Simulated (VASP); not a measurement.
# Tc (Fm-3m) in VASP: notebook, part 2 of 3

VASP 6.6.1. Earlier steps stand in the parts before.

## (4) Relaxation of cell and atoms, revPBE+D3(BJ)

This run uses another cell than the first one, of 14.83 Å³/atom.

INCAR reads:

```
PREC = Accurate
ENCUT = 600
EDIFF = 1E-6
ISMEAR = 1
SIGMA = 0.2
LREAL = False
LASPH = True
NELM = 60
ALGO = Normal
ISIF = 3
LWAVE = False
LCHARG = False
GGA = RE
IVDW = 12
IBRION = 2
NSW = 60
EDIFFG = -0.01
```

KPOINTS reads:

```
regular mesh
0
Gamma
  13 13 13
```

POSCAR reads:

```
Tc
1.0
    0.0000000000      1.9500000000      1.9500000000
    1.9500000000      0.0000000000      1.9500000000
    1.9500000000      1.9500000000      0.0000000000
Tc
1
Direct
    0.0000000000      0.0000000000      0.0000000000
```

Started as:

```bash
$ cat potpaw_PBE.64/Tc_pv/POTCAR > POTCAR
$ mpirun -np 1 vasp_std > vasp.out
```

Wall time 62 s (1 thread of Intel Xeon 8259CL, shared host); peak memory 0.17 GiB.

It converged, with:

```
Free energy                           : -10.9853 eV
Relaxed volume                        : 13.96 Å³/atom
Relaxed cell                          : a = 2.703 Å, b = 2.703 Å, c = 2.703 Å, α = 60.00°, β = 60.00°, γ = 60.00°
Space group after relaxing (to 0.1 Å) : Fm-3m (No. 225)
Energy gained by relaxing             : 48.2 meV/atom
Ionic steps                           : 5
Pressure after relaxing               : 0.1 GPa
Band gap on the k mesh                : zero (an odd number of electrons rules out a gap without spin polarisation)
Dispersion energy per atom            : -1.227 eV
```

The path:
```csv
step,energy change (eV),largest force (eV/Å),pressure (GPa),volume (Å³)
1,0.0000,0.0000,-16.87,14.83
2,0.4467,0.0000,82.77,11.72
3,-0.0480,0.0000,-1.35,14.03
4,-0.0482,0.0000,-0.29,13.98
5,-0.0482,0.0000,0.07,13.96
```

Final structure:
```cif
data_structure
_symmetry_space_group_name_H-M 'P 1'
_symmetry_Int_Tables_number 1
_cell_length_a 2.7028
_cell_length_b 2.7028
_cell_length_c 2.7028
_cell_angle_alpha 60.000
_cell_angle_beta 60.000
_cell_angle_gamma 60.000
_cell_volume 13.96
loop_
_atom_site_label
_atom_site_type_symbol
_atom_site_fract_x
_atom_site_fract_y
_atom_site_fract_z
_atom_site_occupancy
Tc1 Tc 0.00000 0.00000 0.00000 1
```

Levels at points of the mesh, in eV from the Fermi level:
| k point | band 5 | band 6 | band 7 | band 8 | band 9 | band 10 |
| --- | --- | --- | --- | --- | --- | --- |
| (0.00, 0.00, 0.00) | -1.87 | -1.87 | -1.87 | 0.87 | 0.87 | 14.01 |

Caveat: the dispersion term is far too large for a dense solid, which distorts pressure and volume; the PAW data sets were made with another functional, which shifts forces and pressure a little.

## (5) Relaxation of cell and atoms, PBE+D4

This run uses another cell than the first one, of 14.83 Å³/atom.

INCAR reads:

```
SYSTEM = Tc
ALGO = Normal
EDIFF = 1E-6
EDIFFG = -0.01
ENCUT = 600
GGA = PE
IBRION = 2
ISIF = 3
ISMEAR = 1
IVDW = 13
LASPH = .TRUE.
LCHARG = .FALSE.
LREAL = .FALSE.
LWAVE = .FALSE.
NELM = 60
NSW = 60
PREC = Accurate
SIGMA = 0.2
```

KPOINTS reads:

```
k-points
0
G
  13 13 13
  0 0 0
```

POSCAR is that of step 4.

Potentials or basis: VASP PAW PBE potentials, release 64 (Tc_pv).

Started as:

```bash
$ cat potpaw_PBE.64/Tc_pv/POTCAR > POTCAR
$ mpirun -np 1 vasp_std > vasp.out
```

OUTCAR:

```text
SYSTEM = Tc
   EDIFF = 1E-6
   EDIFFG = -0.01
   ENCUT = 600
   GGA = PE
   IBRION = 2
   ISIF = 3
   ISMEAR = 1
   IVDW = 13
   LASPH = .TRUE.
   LREAL = .FALSE.
   NELM = 60
   NSW = 60
   PREC = Accurate

 ion  position               nearest neighbor table
   1  0.000  0.000  0.000-

  LATTYP: Found a face centered cubic cell.
 ALAT       =     3.9000000000

  Lattice vectors:

 A1 = (   0.0000000000,   1.9500000000,   1.9500000000)
 A2 = (   1.9500000000,   0.0000000000,   1.9500000000)
 A3 = (   1.9500000000,   1.9500000000,   0.0000000000)

Analysis of symmetry for initial positions (statically):
=====================================================================
 Subroutine PRICEL returns:
 Original cell was already a primitive cell.

 Routine SETGRP: Setting up the symmetry group for a
 face centered cubic supercell.

 Subroutine GETGRP returns: Found 48 space group operations
 (whereof 48 operations were pure point group operations)
 out of a pool of 48 trial point group operations.

The static configuration has the point symmetry O_h .

Analysis of symmetry for dynamics (positions and initial velocities):
=====================================================================
 Subroutine PRICEL returns:
 Original cell was already a primitive cell.

 Routine SETGRP: Setting up the symmetry group for a
 face centered cubic supercell.

 Subroutine GETGRP returns: Found 48 space group operations
 (whereof 48 operations were pure point group operations)
 out of a pool of 48 trial point group operations.

The dynamic configuration has the point symmetry O_h .

 Subroutine INISYM returns: Found 48 space group operations
 (whereof 48 operations are pure point group operations),
 and found     1 'primitive' translations

----------------------------------------------------------------------------------------

                                     Primitive cell

  volume of cell :      14.8297

  direct lattice vectors                    reciprocal lattice vectors
     0.000000000  1.950000000  1.950000000    -0.256410256  0.256410256  0.256410256
     1.950000000  0.000000000  1.950000000     0.256410256 -0.256410256  0.256410256
     1.950000000  1.950000000  0.000000000     0.256410256  0.256410256 -0.256410256

  length of vectors
     2.757716447  2.757716447  2.757716447     0.444115592  0.444115592  0.444115592

  position of ions in fractional coordinates (direct lattice)
     0.000000000  0.000000000  0.000000000

  ion indices of the primitive-cell ions
   primitive index   ion index
                 1           1

----------------------------------------------------------------------------------------

 KPOINTS: k-points

Automatic generation of k-mesh.
 Grid dimensions read from file:
 generate k-points for:   13   13   13

 Generating k-lattice:

  Cartesian coordinates                     Fractional coordinates (reciprocal lattice)
    -0.019723866  0.019723866  0.019723866     0.076923077  0.000000000  0.000000000
     0.019723866 -0.019723866  0.019723866     0.000000000  0.076923077  0.000000000
     0.019723866  0.019723866 -0.019723866     0.000000000  0.000000000  0.076923077

  Length of vectors
     0.034162738  0.034162738  0.034162738

  Shift w.r.t. Gamma in fractional coordinates (k-lattice)
     0.000000000  0.000000000  0.000000000

 Subroutine IBZKPT returns following result:
 ===========================================

 Found     84 irreducible k-points:

 Following reciprocal coordinates:
            Coordinates               Weight
  0.000000  0.000000  0.000000      1.000000
  0.076923  0.000000  0.000000      8.000000
  0.153846  0.000000  0.000000      8.000000
  0.230769  0.000000  0.000000      8.000000
  0.307692  0.000000  0.000000      8.000000
  0.384615  0.000000  0.000000      8.000000
[... 16 lines left out ...]
  0.384615  0.153846  0.000000     24.000000
  0.461538  0.153846  0.000000     24.000000
 [... further k-points ...]
   k-points           NKPTS =     84   k-points in BZ     NKDIM =     84   number of bands    NBANDS=     10
   number of dos      NEDOS =    301   number of ions     NIONS =      1
   total plane-waves  NPLWV =  13824
   dimension x,y,z NGX =    24 NGY =   24 NGZ =   24
   dimension x,y,z NGXF=    48 NGYF=   48 NGZF=   48
   ions per type =               1
   NGX,Y,Z   is equivalent  to a cutoff of  14.47, 14.47, 14.47 a.u.
   NGXF,Y,Z  is equivalent  to a cutoff of  28.94, 28.94, 28.94 a.u.
 SYSTEM =  Tc
   PREC   = accura    normal or accurate (medium, high low for compatibility)
   ISTART =      0    job   : 0-new  1-cont  2-samecut
   ICHARG =      2    charge: 1-file 2-atom 10-const
   ISPIN  =      1    spin polarized calculation?
   LNONCOLLINEAR =      F non collinear calculations
   LSORBIT =      F    spin-orbit coupling
   LASPH  =      T    aspherical Exc in radial PAW
   ENCUT  =  600.0 eV  44.10 Ry    6.64 a.u.   5.51  5.51  5.51*2*pi/ulx,y,z
   NELM   =     60;   NELMIN=  2; NELMDL= -5     # of ELM steps
   EDIFF  = 0.1E-05   stopping-criterion for ELM
   LREAL  =      F    real-space projection
   EDIFFG = -.1E-01   stopping-criterion for IOM
   NSW    =     60    number of steps for IOM
   IBRION =      2    ionic relax: 0-MD 1-quasi-New 2-CG
   NFREE  =      1    steps in history (QN), initial steepest desc. (CG)
   ISIF   =      3    stress and relaxation
   ISYM   =      2    0-nonsym 1-usesym 2-fastsym
   POTIM  = 0.5000    time-step for ionic-motion
   TEBEG  =    0.0;   TEEND  =   0.0 temperature during run
   PSTRESS=    0.0 pullay stress
   NELECT =      13.0000    total number of electrons
   NUPDOWN=      -1.0000    fix difference up-down
   EMIN   =  10.00;   EMAX   =-10.00  energy-range for DOS
   EFERMI =   0.00;   METHOD = LEGACY
   ISMEAR =     1;   SIGMA  =   0.20  broadening in eV -4-tet -1-fermi 0-gaus
   EFERMI_NEDOS =   21; number of points for ismear=-14 and -15
   IALGO  =     38    algorithm
   IMIX   =      4    mixing-type and parameters
     AMIX     =   0.40;   BMIX     =  1.00
     AMIX_MAG =   1.60;   BMIX_MAG =  1.00
  volume/ion in A,a.u.               =      14.83       100.08
  Fermi-wavevector in a.u.,A,eV,Ry     =   1.566792  2.960808 33.400086  2.454837
  Thomas-Fermi vector in A             =   2.669068
   LORBIT       =      0    0 simple, 1 ext, 2 COOP (PROOUT), +10 PAW based schemes
   GGA     = PE    functional components
   LHFCALC =     F    Hartree Fock is set to
   AEXX    =    0.0000 exact exchange contribution
   IVDW    =    13    specifies the selected vdW correction
   LEPSILON=     F    determine dielectric tensor
   LRPA    =     F    only Hartree local field effects (RPA)
 conjugate gradient relaxation of ions
 non-spin polarized calculation
 Methfessel and Paxton  Order N= 1 SIGMA  =   0.20
  energy-cutoff  :      600.00
  volume of cell :       14.83
 maximum number of plane-waves:       531
 NGX is ok and might be reduce to    24
   NGX = 11   NGY = 11   NGZ = 11

--------------------------------------- Ionic step        1  -------------------------------------------

 number of electron      13.0000001 magnetization

 Free energy of the ion-electron system (eV)
  ---------------------------------------------------
  ext. energy  EPLUGINS =         0.00000000
  ---------------------------------------------------
  free energy    TOTEN  =       -10.26576019 eV

  energy without entropy =      -10.26297998  energy(sigma->0) =      -10.26483345

------------------------ aborting loop because EDIFF is reached ----------------------------------------

  DFT-D4 for vdW energy calculation

  Edisp (eV):   -0.58520
[... 108 lines left out ...]
--------------------------------------- Ionic step        4  -------------------------------------------

 number of electron      12.9999999 magnetization

 Free energy of the ion-electron system (eV)
  ---------------------------------------------------
  ext. energy  EPLUGINS =         0.00000000
  ---------------------------------------------------
  free energy    TOTEN  =       -10.26709772 eV

  energy without entropy =      -10.26460465  energy(sigma->0) =      -10.26626670

 E-fermi :  12.9772     XC(G=0): -13.8499

 val. band max:       12.9762443468   @ k =  -0.3846   0.3077   0.1538
 cond. band min:      12.9818963411   @ k =   0.4615   0.0769   0.0000
 fundamental gap:      0.0056519943
 Fermi energy:        12.9771988400

 k-point     1 :       0.0000    0.0000    0.0000
  band No.  band energies     occupation
      1     -25.3561      2.00000
      2     -25.3561      2.00000
      3     -25.3561      2.00000
      4       5.4425      2.00000
      5      11.1529      2.00000
      6      11.1529      2.00000
      7      11.1529      2.00000
      8      13.8249     -0.00000
      9      13.8249     -0.00000
     10      27.0037      0.00000
[... 287 lines left out ...]
 k-point    24 :       0.4615    0.1538    0.0000
  band No.  band energies     occupation
      1     -26.5045      2.00000
      2     -25.6761      2.00000
      3     -25.5977      2.00000
      4       8.0794      2.00000
      5      10.2488      2.00000
      6      11.6499      2.00000
      7      11.8896      2.00000
      8      15.9703     -0.00000
      9      17.3126      0.00000
     10      24.7081      0.00000

 [... further k-points ...]

------------------------ aborting loop because EDIFF is reached ----------------------------------------

  DFT-D4 for vdW energy calculation

  Edisp (eV):   -0.60986
[... 24 lines left out ...]
  FREE ENERGIE OF THE ION-ELECTRON SYSTEM (eV)
  ---------------------------------------------------
  free  energy   TOTEN  =       -10.8769623019 eV

  energy  without entropy=      -10.8744692329  energy(sigma->0) =      -10.87613128

 reached required accuracy - stopping structural energy minimisation
```

OSZICAR:

```text
N       E                     dE             d eps       ncg     rms          rms(c)
DAV:   1     0.122910076113E+03    0.12291E+03   -0.86859E+03  1680   0.139E+03
DAV:   2    -0.907030093943E+01   -0.13198E+03   -0.12939E+03  1738   0.357E+02
DAV:   3    -0.110257736035E+02   -0.19555E+01   -0.19353E+01  1878   0.524E+01
[... 28 lines left out ...]
DAV:   1    -0.102679541024E+02    0.32704E-03   -0.21405E-02  1780   0.226E+00    0.317E-01
DAV:   2    -0.102671049789E+02    0.84912E-03   -0.18955E-03  1782   0.607E-01    0.428E-02
DAV:   3    -0.102670791970E+02    0.25782E-04   -0.17203E-04  1802   0.179E-01    0.443E-02
DAV:   4    -0.102670970208E+02   -0.17824E-04   -0.94097E-06  1762   0.328E-02    0.190E-03
DAV:   5    -0.102670977207E+02   -0.69994E-06   -0.36654E-07  1042   0.810E-03
   4 F= -.10876962E+02 E0= -.10876131E+02  d E =-.260065E-01
```

Wall time 47 s (1 thread of Intel Xeon 8259CL, shared host); peak memory 0.16 GiB.

Results:

```yaml
Free_energy: -10.8770 eV
Relaxed_volume: 14.19 Å³/atom
Relaxed_cell: a = 2.718 Å, b = 2.718 Å, c = 2.718 Å, α = 60.00°, β = 60.00°, γ = 60.00°
Space_group_after_relaxing_to_0.1_Å: Fm-3m (No. 225)
Energy_gained_by_relaxing: 26.0 meV/atom
Ionic_steps: 4
Pressure_after_relaxing: 0.0 GPa
Band_gap_on_the_k_mesh: zero (an odd number of electrons rules out a gap without spin polarisation)
Dispersion_energy_per_atom: -0.610 eV
```

Step by step:
| step | energy change (eV) | largest force (eV/Å) | pressure (GPa) | volume (Å³) |
| --- | --- | --- | --- | --- |
| 1 | 0.0000 | 0.0000 | -12.45 | 14.83 |
| 2 | 0.2245 | 0.0000 | 53.05 | 12.49 |
| 3 | -0.0259 | 0.0000 | -0.82 | 14.22 |
| 4 | -0.0260 | 0.0000 | -0.04 | 14.19 |

Final structure:
```
Tc
1.0
     0.00000    1.92162    1.92162
     1.92162    0.00000    1.92162
     1.92162    1.92162    0.00000
Tc
1
Direct
  0.00000 0.00000 0.00000
```

## (6) Relaxation of cell and atoms, RPBE

This run uses another cell than the first one, of 14.83 Å³/atom.

INCAR reads:

```
PREC = Accurate
ENCUT = 600
EDIFF = 1E-6
ISMEAR = 1
SIGMA = 0.2
LREAL = False
LASPH = True
NELM = 100
ALGO = Normal
ISIF = 3
LWAVE = False
LCHARG = False
GGA = RP
IBRION = 2
NSW = 60
EDIFFG = -0.01
```

KPOINTS reads:

```
regular mesh
0
Gamma
  13 13 13
```

POSCAR is that of step 5.

Potentials or basis: VASP PAW PBE potentials, release 64 (Tc_pv).

Started as:

```bash
$ cat potpaw_PBE.64/Tc_pv/POTCAR > POTCAR
$ mpirun -np 1 vasp_std > vasp.out
```

Wall time 38 s (1 thread of Intel Xeon 8259CL, shared host); peak memory 0.15 GiB.

Results (log left out):

```yaml
Free_energy: -9.6558 eV
Relaxed_volume: 14.68 Å³/atom
Relaxed_cell: a = 2.749 Å, b = 2.749 Å, c = 2.749 Å, α = 60.00°, β = 60.00°, γ = 60.00°
Space_group_after_relaxing_to_0.1_Å: Fm-3m (No. 225)
Energy_gained_by_relaxing: 1.3 meV/atom
Ionic_steps: 3
Pressure_after_relaxing: 0.0 GPa
Band_gap_on_the_k_mesh: zero (an odd number of electrons rules out a gap without spin polarisation)
```

Step by step:
| step | energy change (eV) | largest force (eV/Å) | pressure (GPa) | volume (Å³) |
| --- | --- | --- | --- | --- |
| 1 | 0.0000 | 0.0000 | -2.74 | 14.83 |
| 2 | 0.0082 | 0.0000 | 8.13 | 14.29 |
| 3 | -0.0013 | 0.0000 | -0.02 | 14.68 |

Final structure:
```yaml
crystal:
  lattice:
    - [0.00000, 1.94351, 1.94351]
    - [1.94351, 0.00000, 1.94351]
    - [1.94351, 1.94351, 0.00000]
  atoms:
    - { symbol: Tc, position: [0.00000, 0.00000, 0.00000] }
```

Levels at points of the mesh, in eV from the Fermi level:
| k point | band 3 | band 4 | band 5 | band 6 | band 7 | band 8 | band 9 | band 10 |
| --- | --- | --- | --- | --- | --- | --- | --- | --- |
| (0.00, 0.00, 0.00) | -38.39 | -7.36 | -1.74 | -1.74 | -1.74 | 0.80 | 0.80 | 14.02 |

Caveat: the PAW data sets were made with another functional, which shifts forces and pressure a little.

[end of part 2 of 3]

The gap in the log of VASP goes by the Fermi energy; the results here count the filled bands.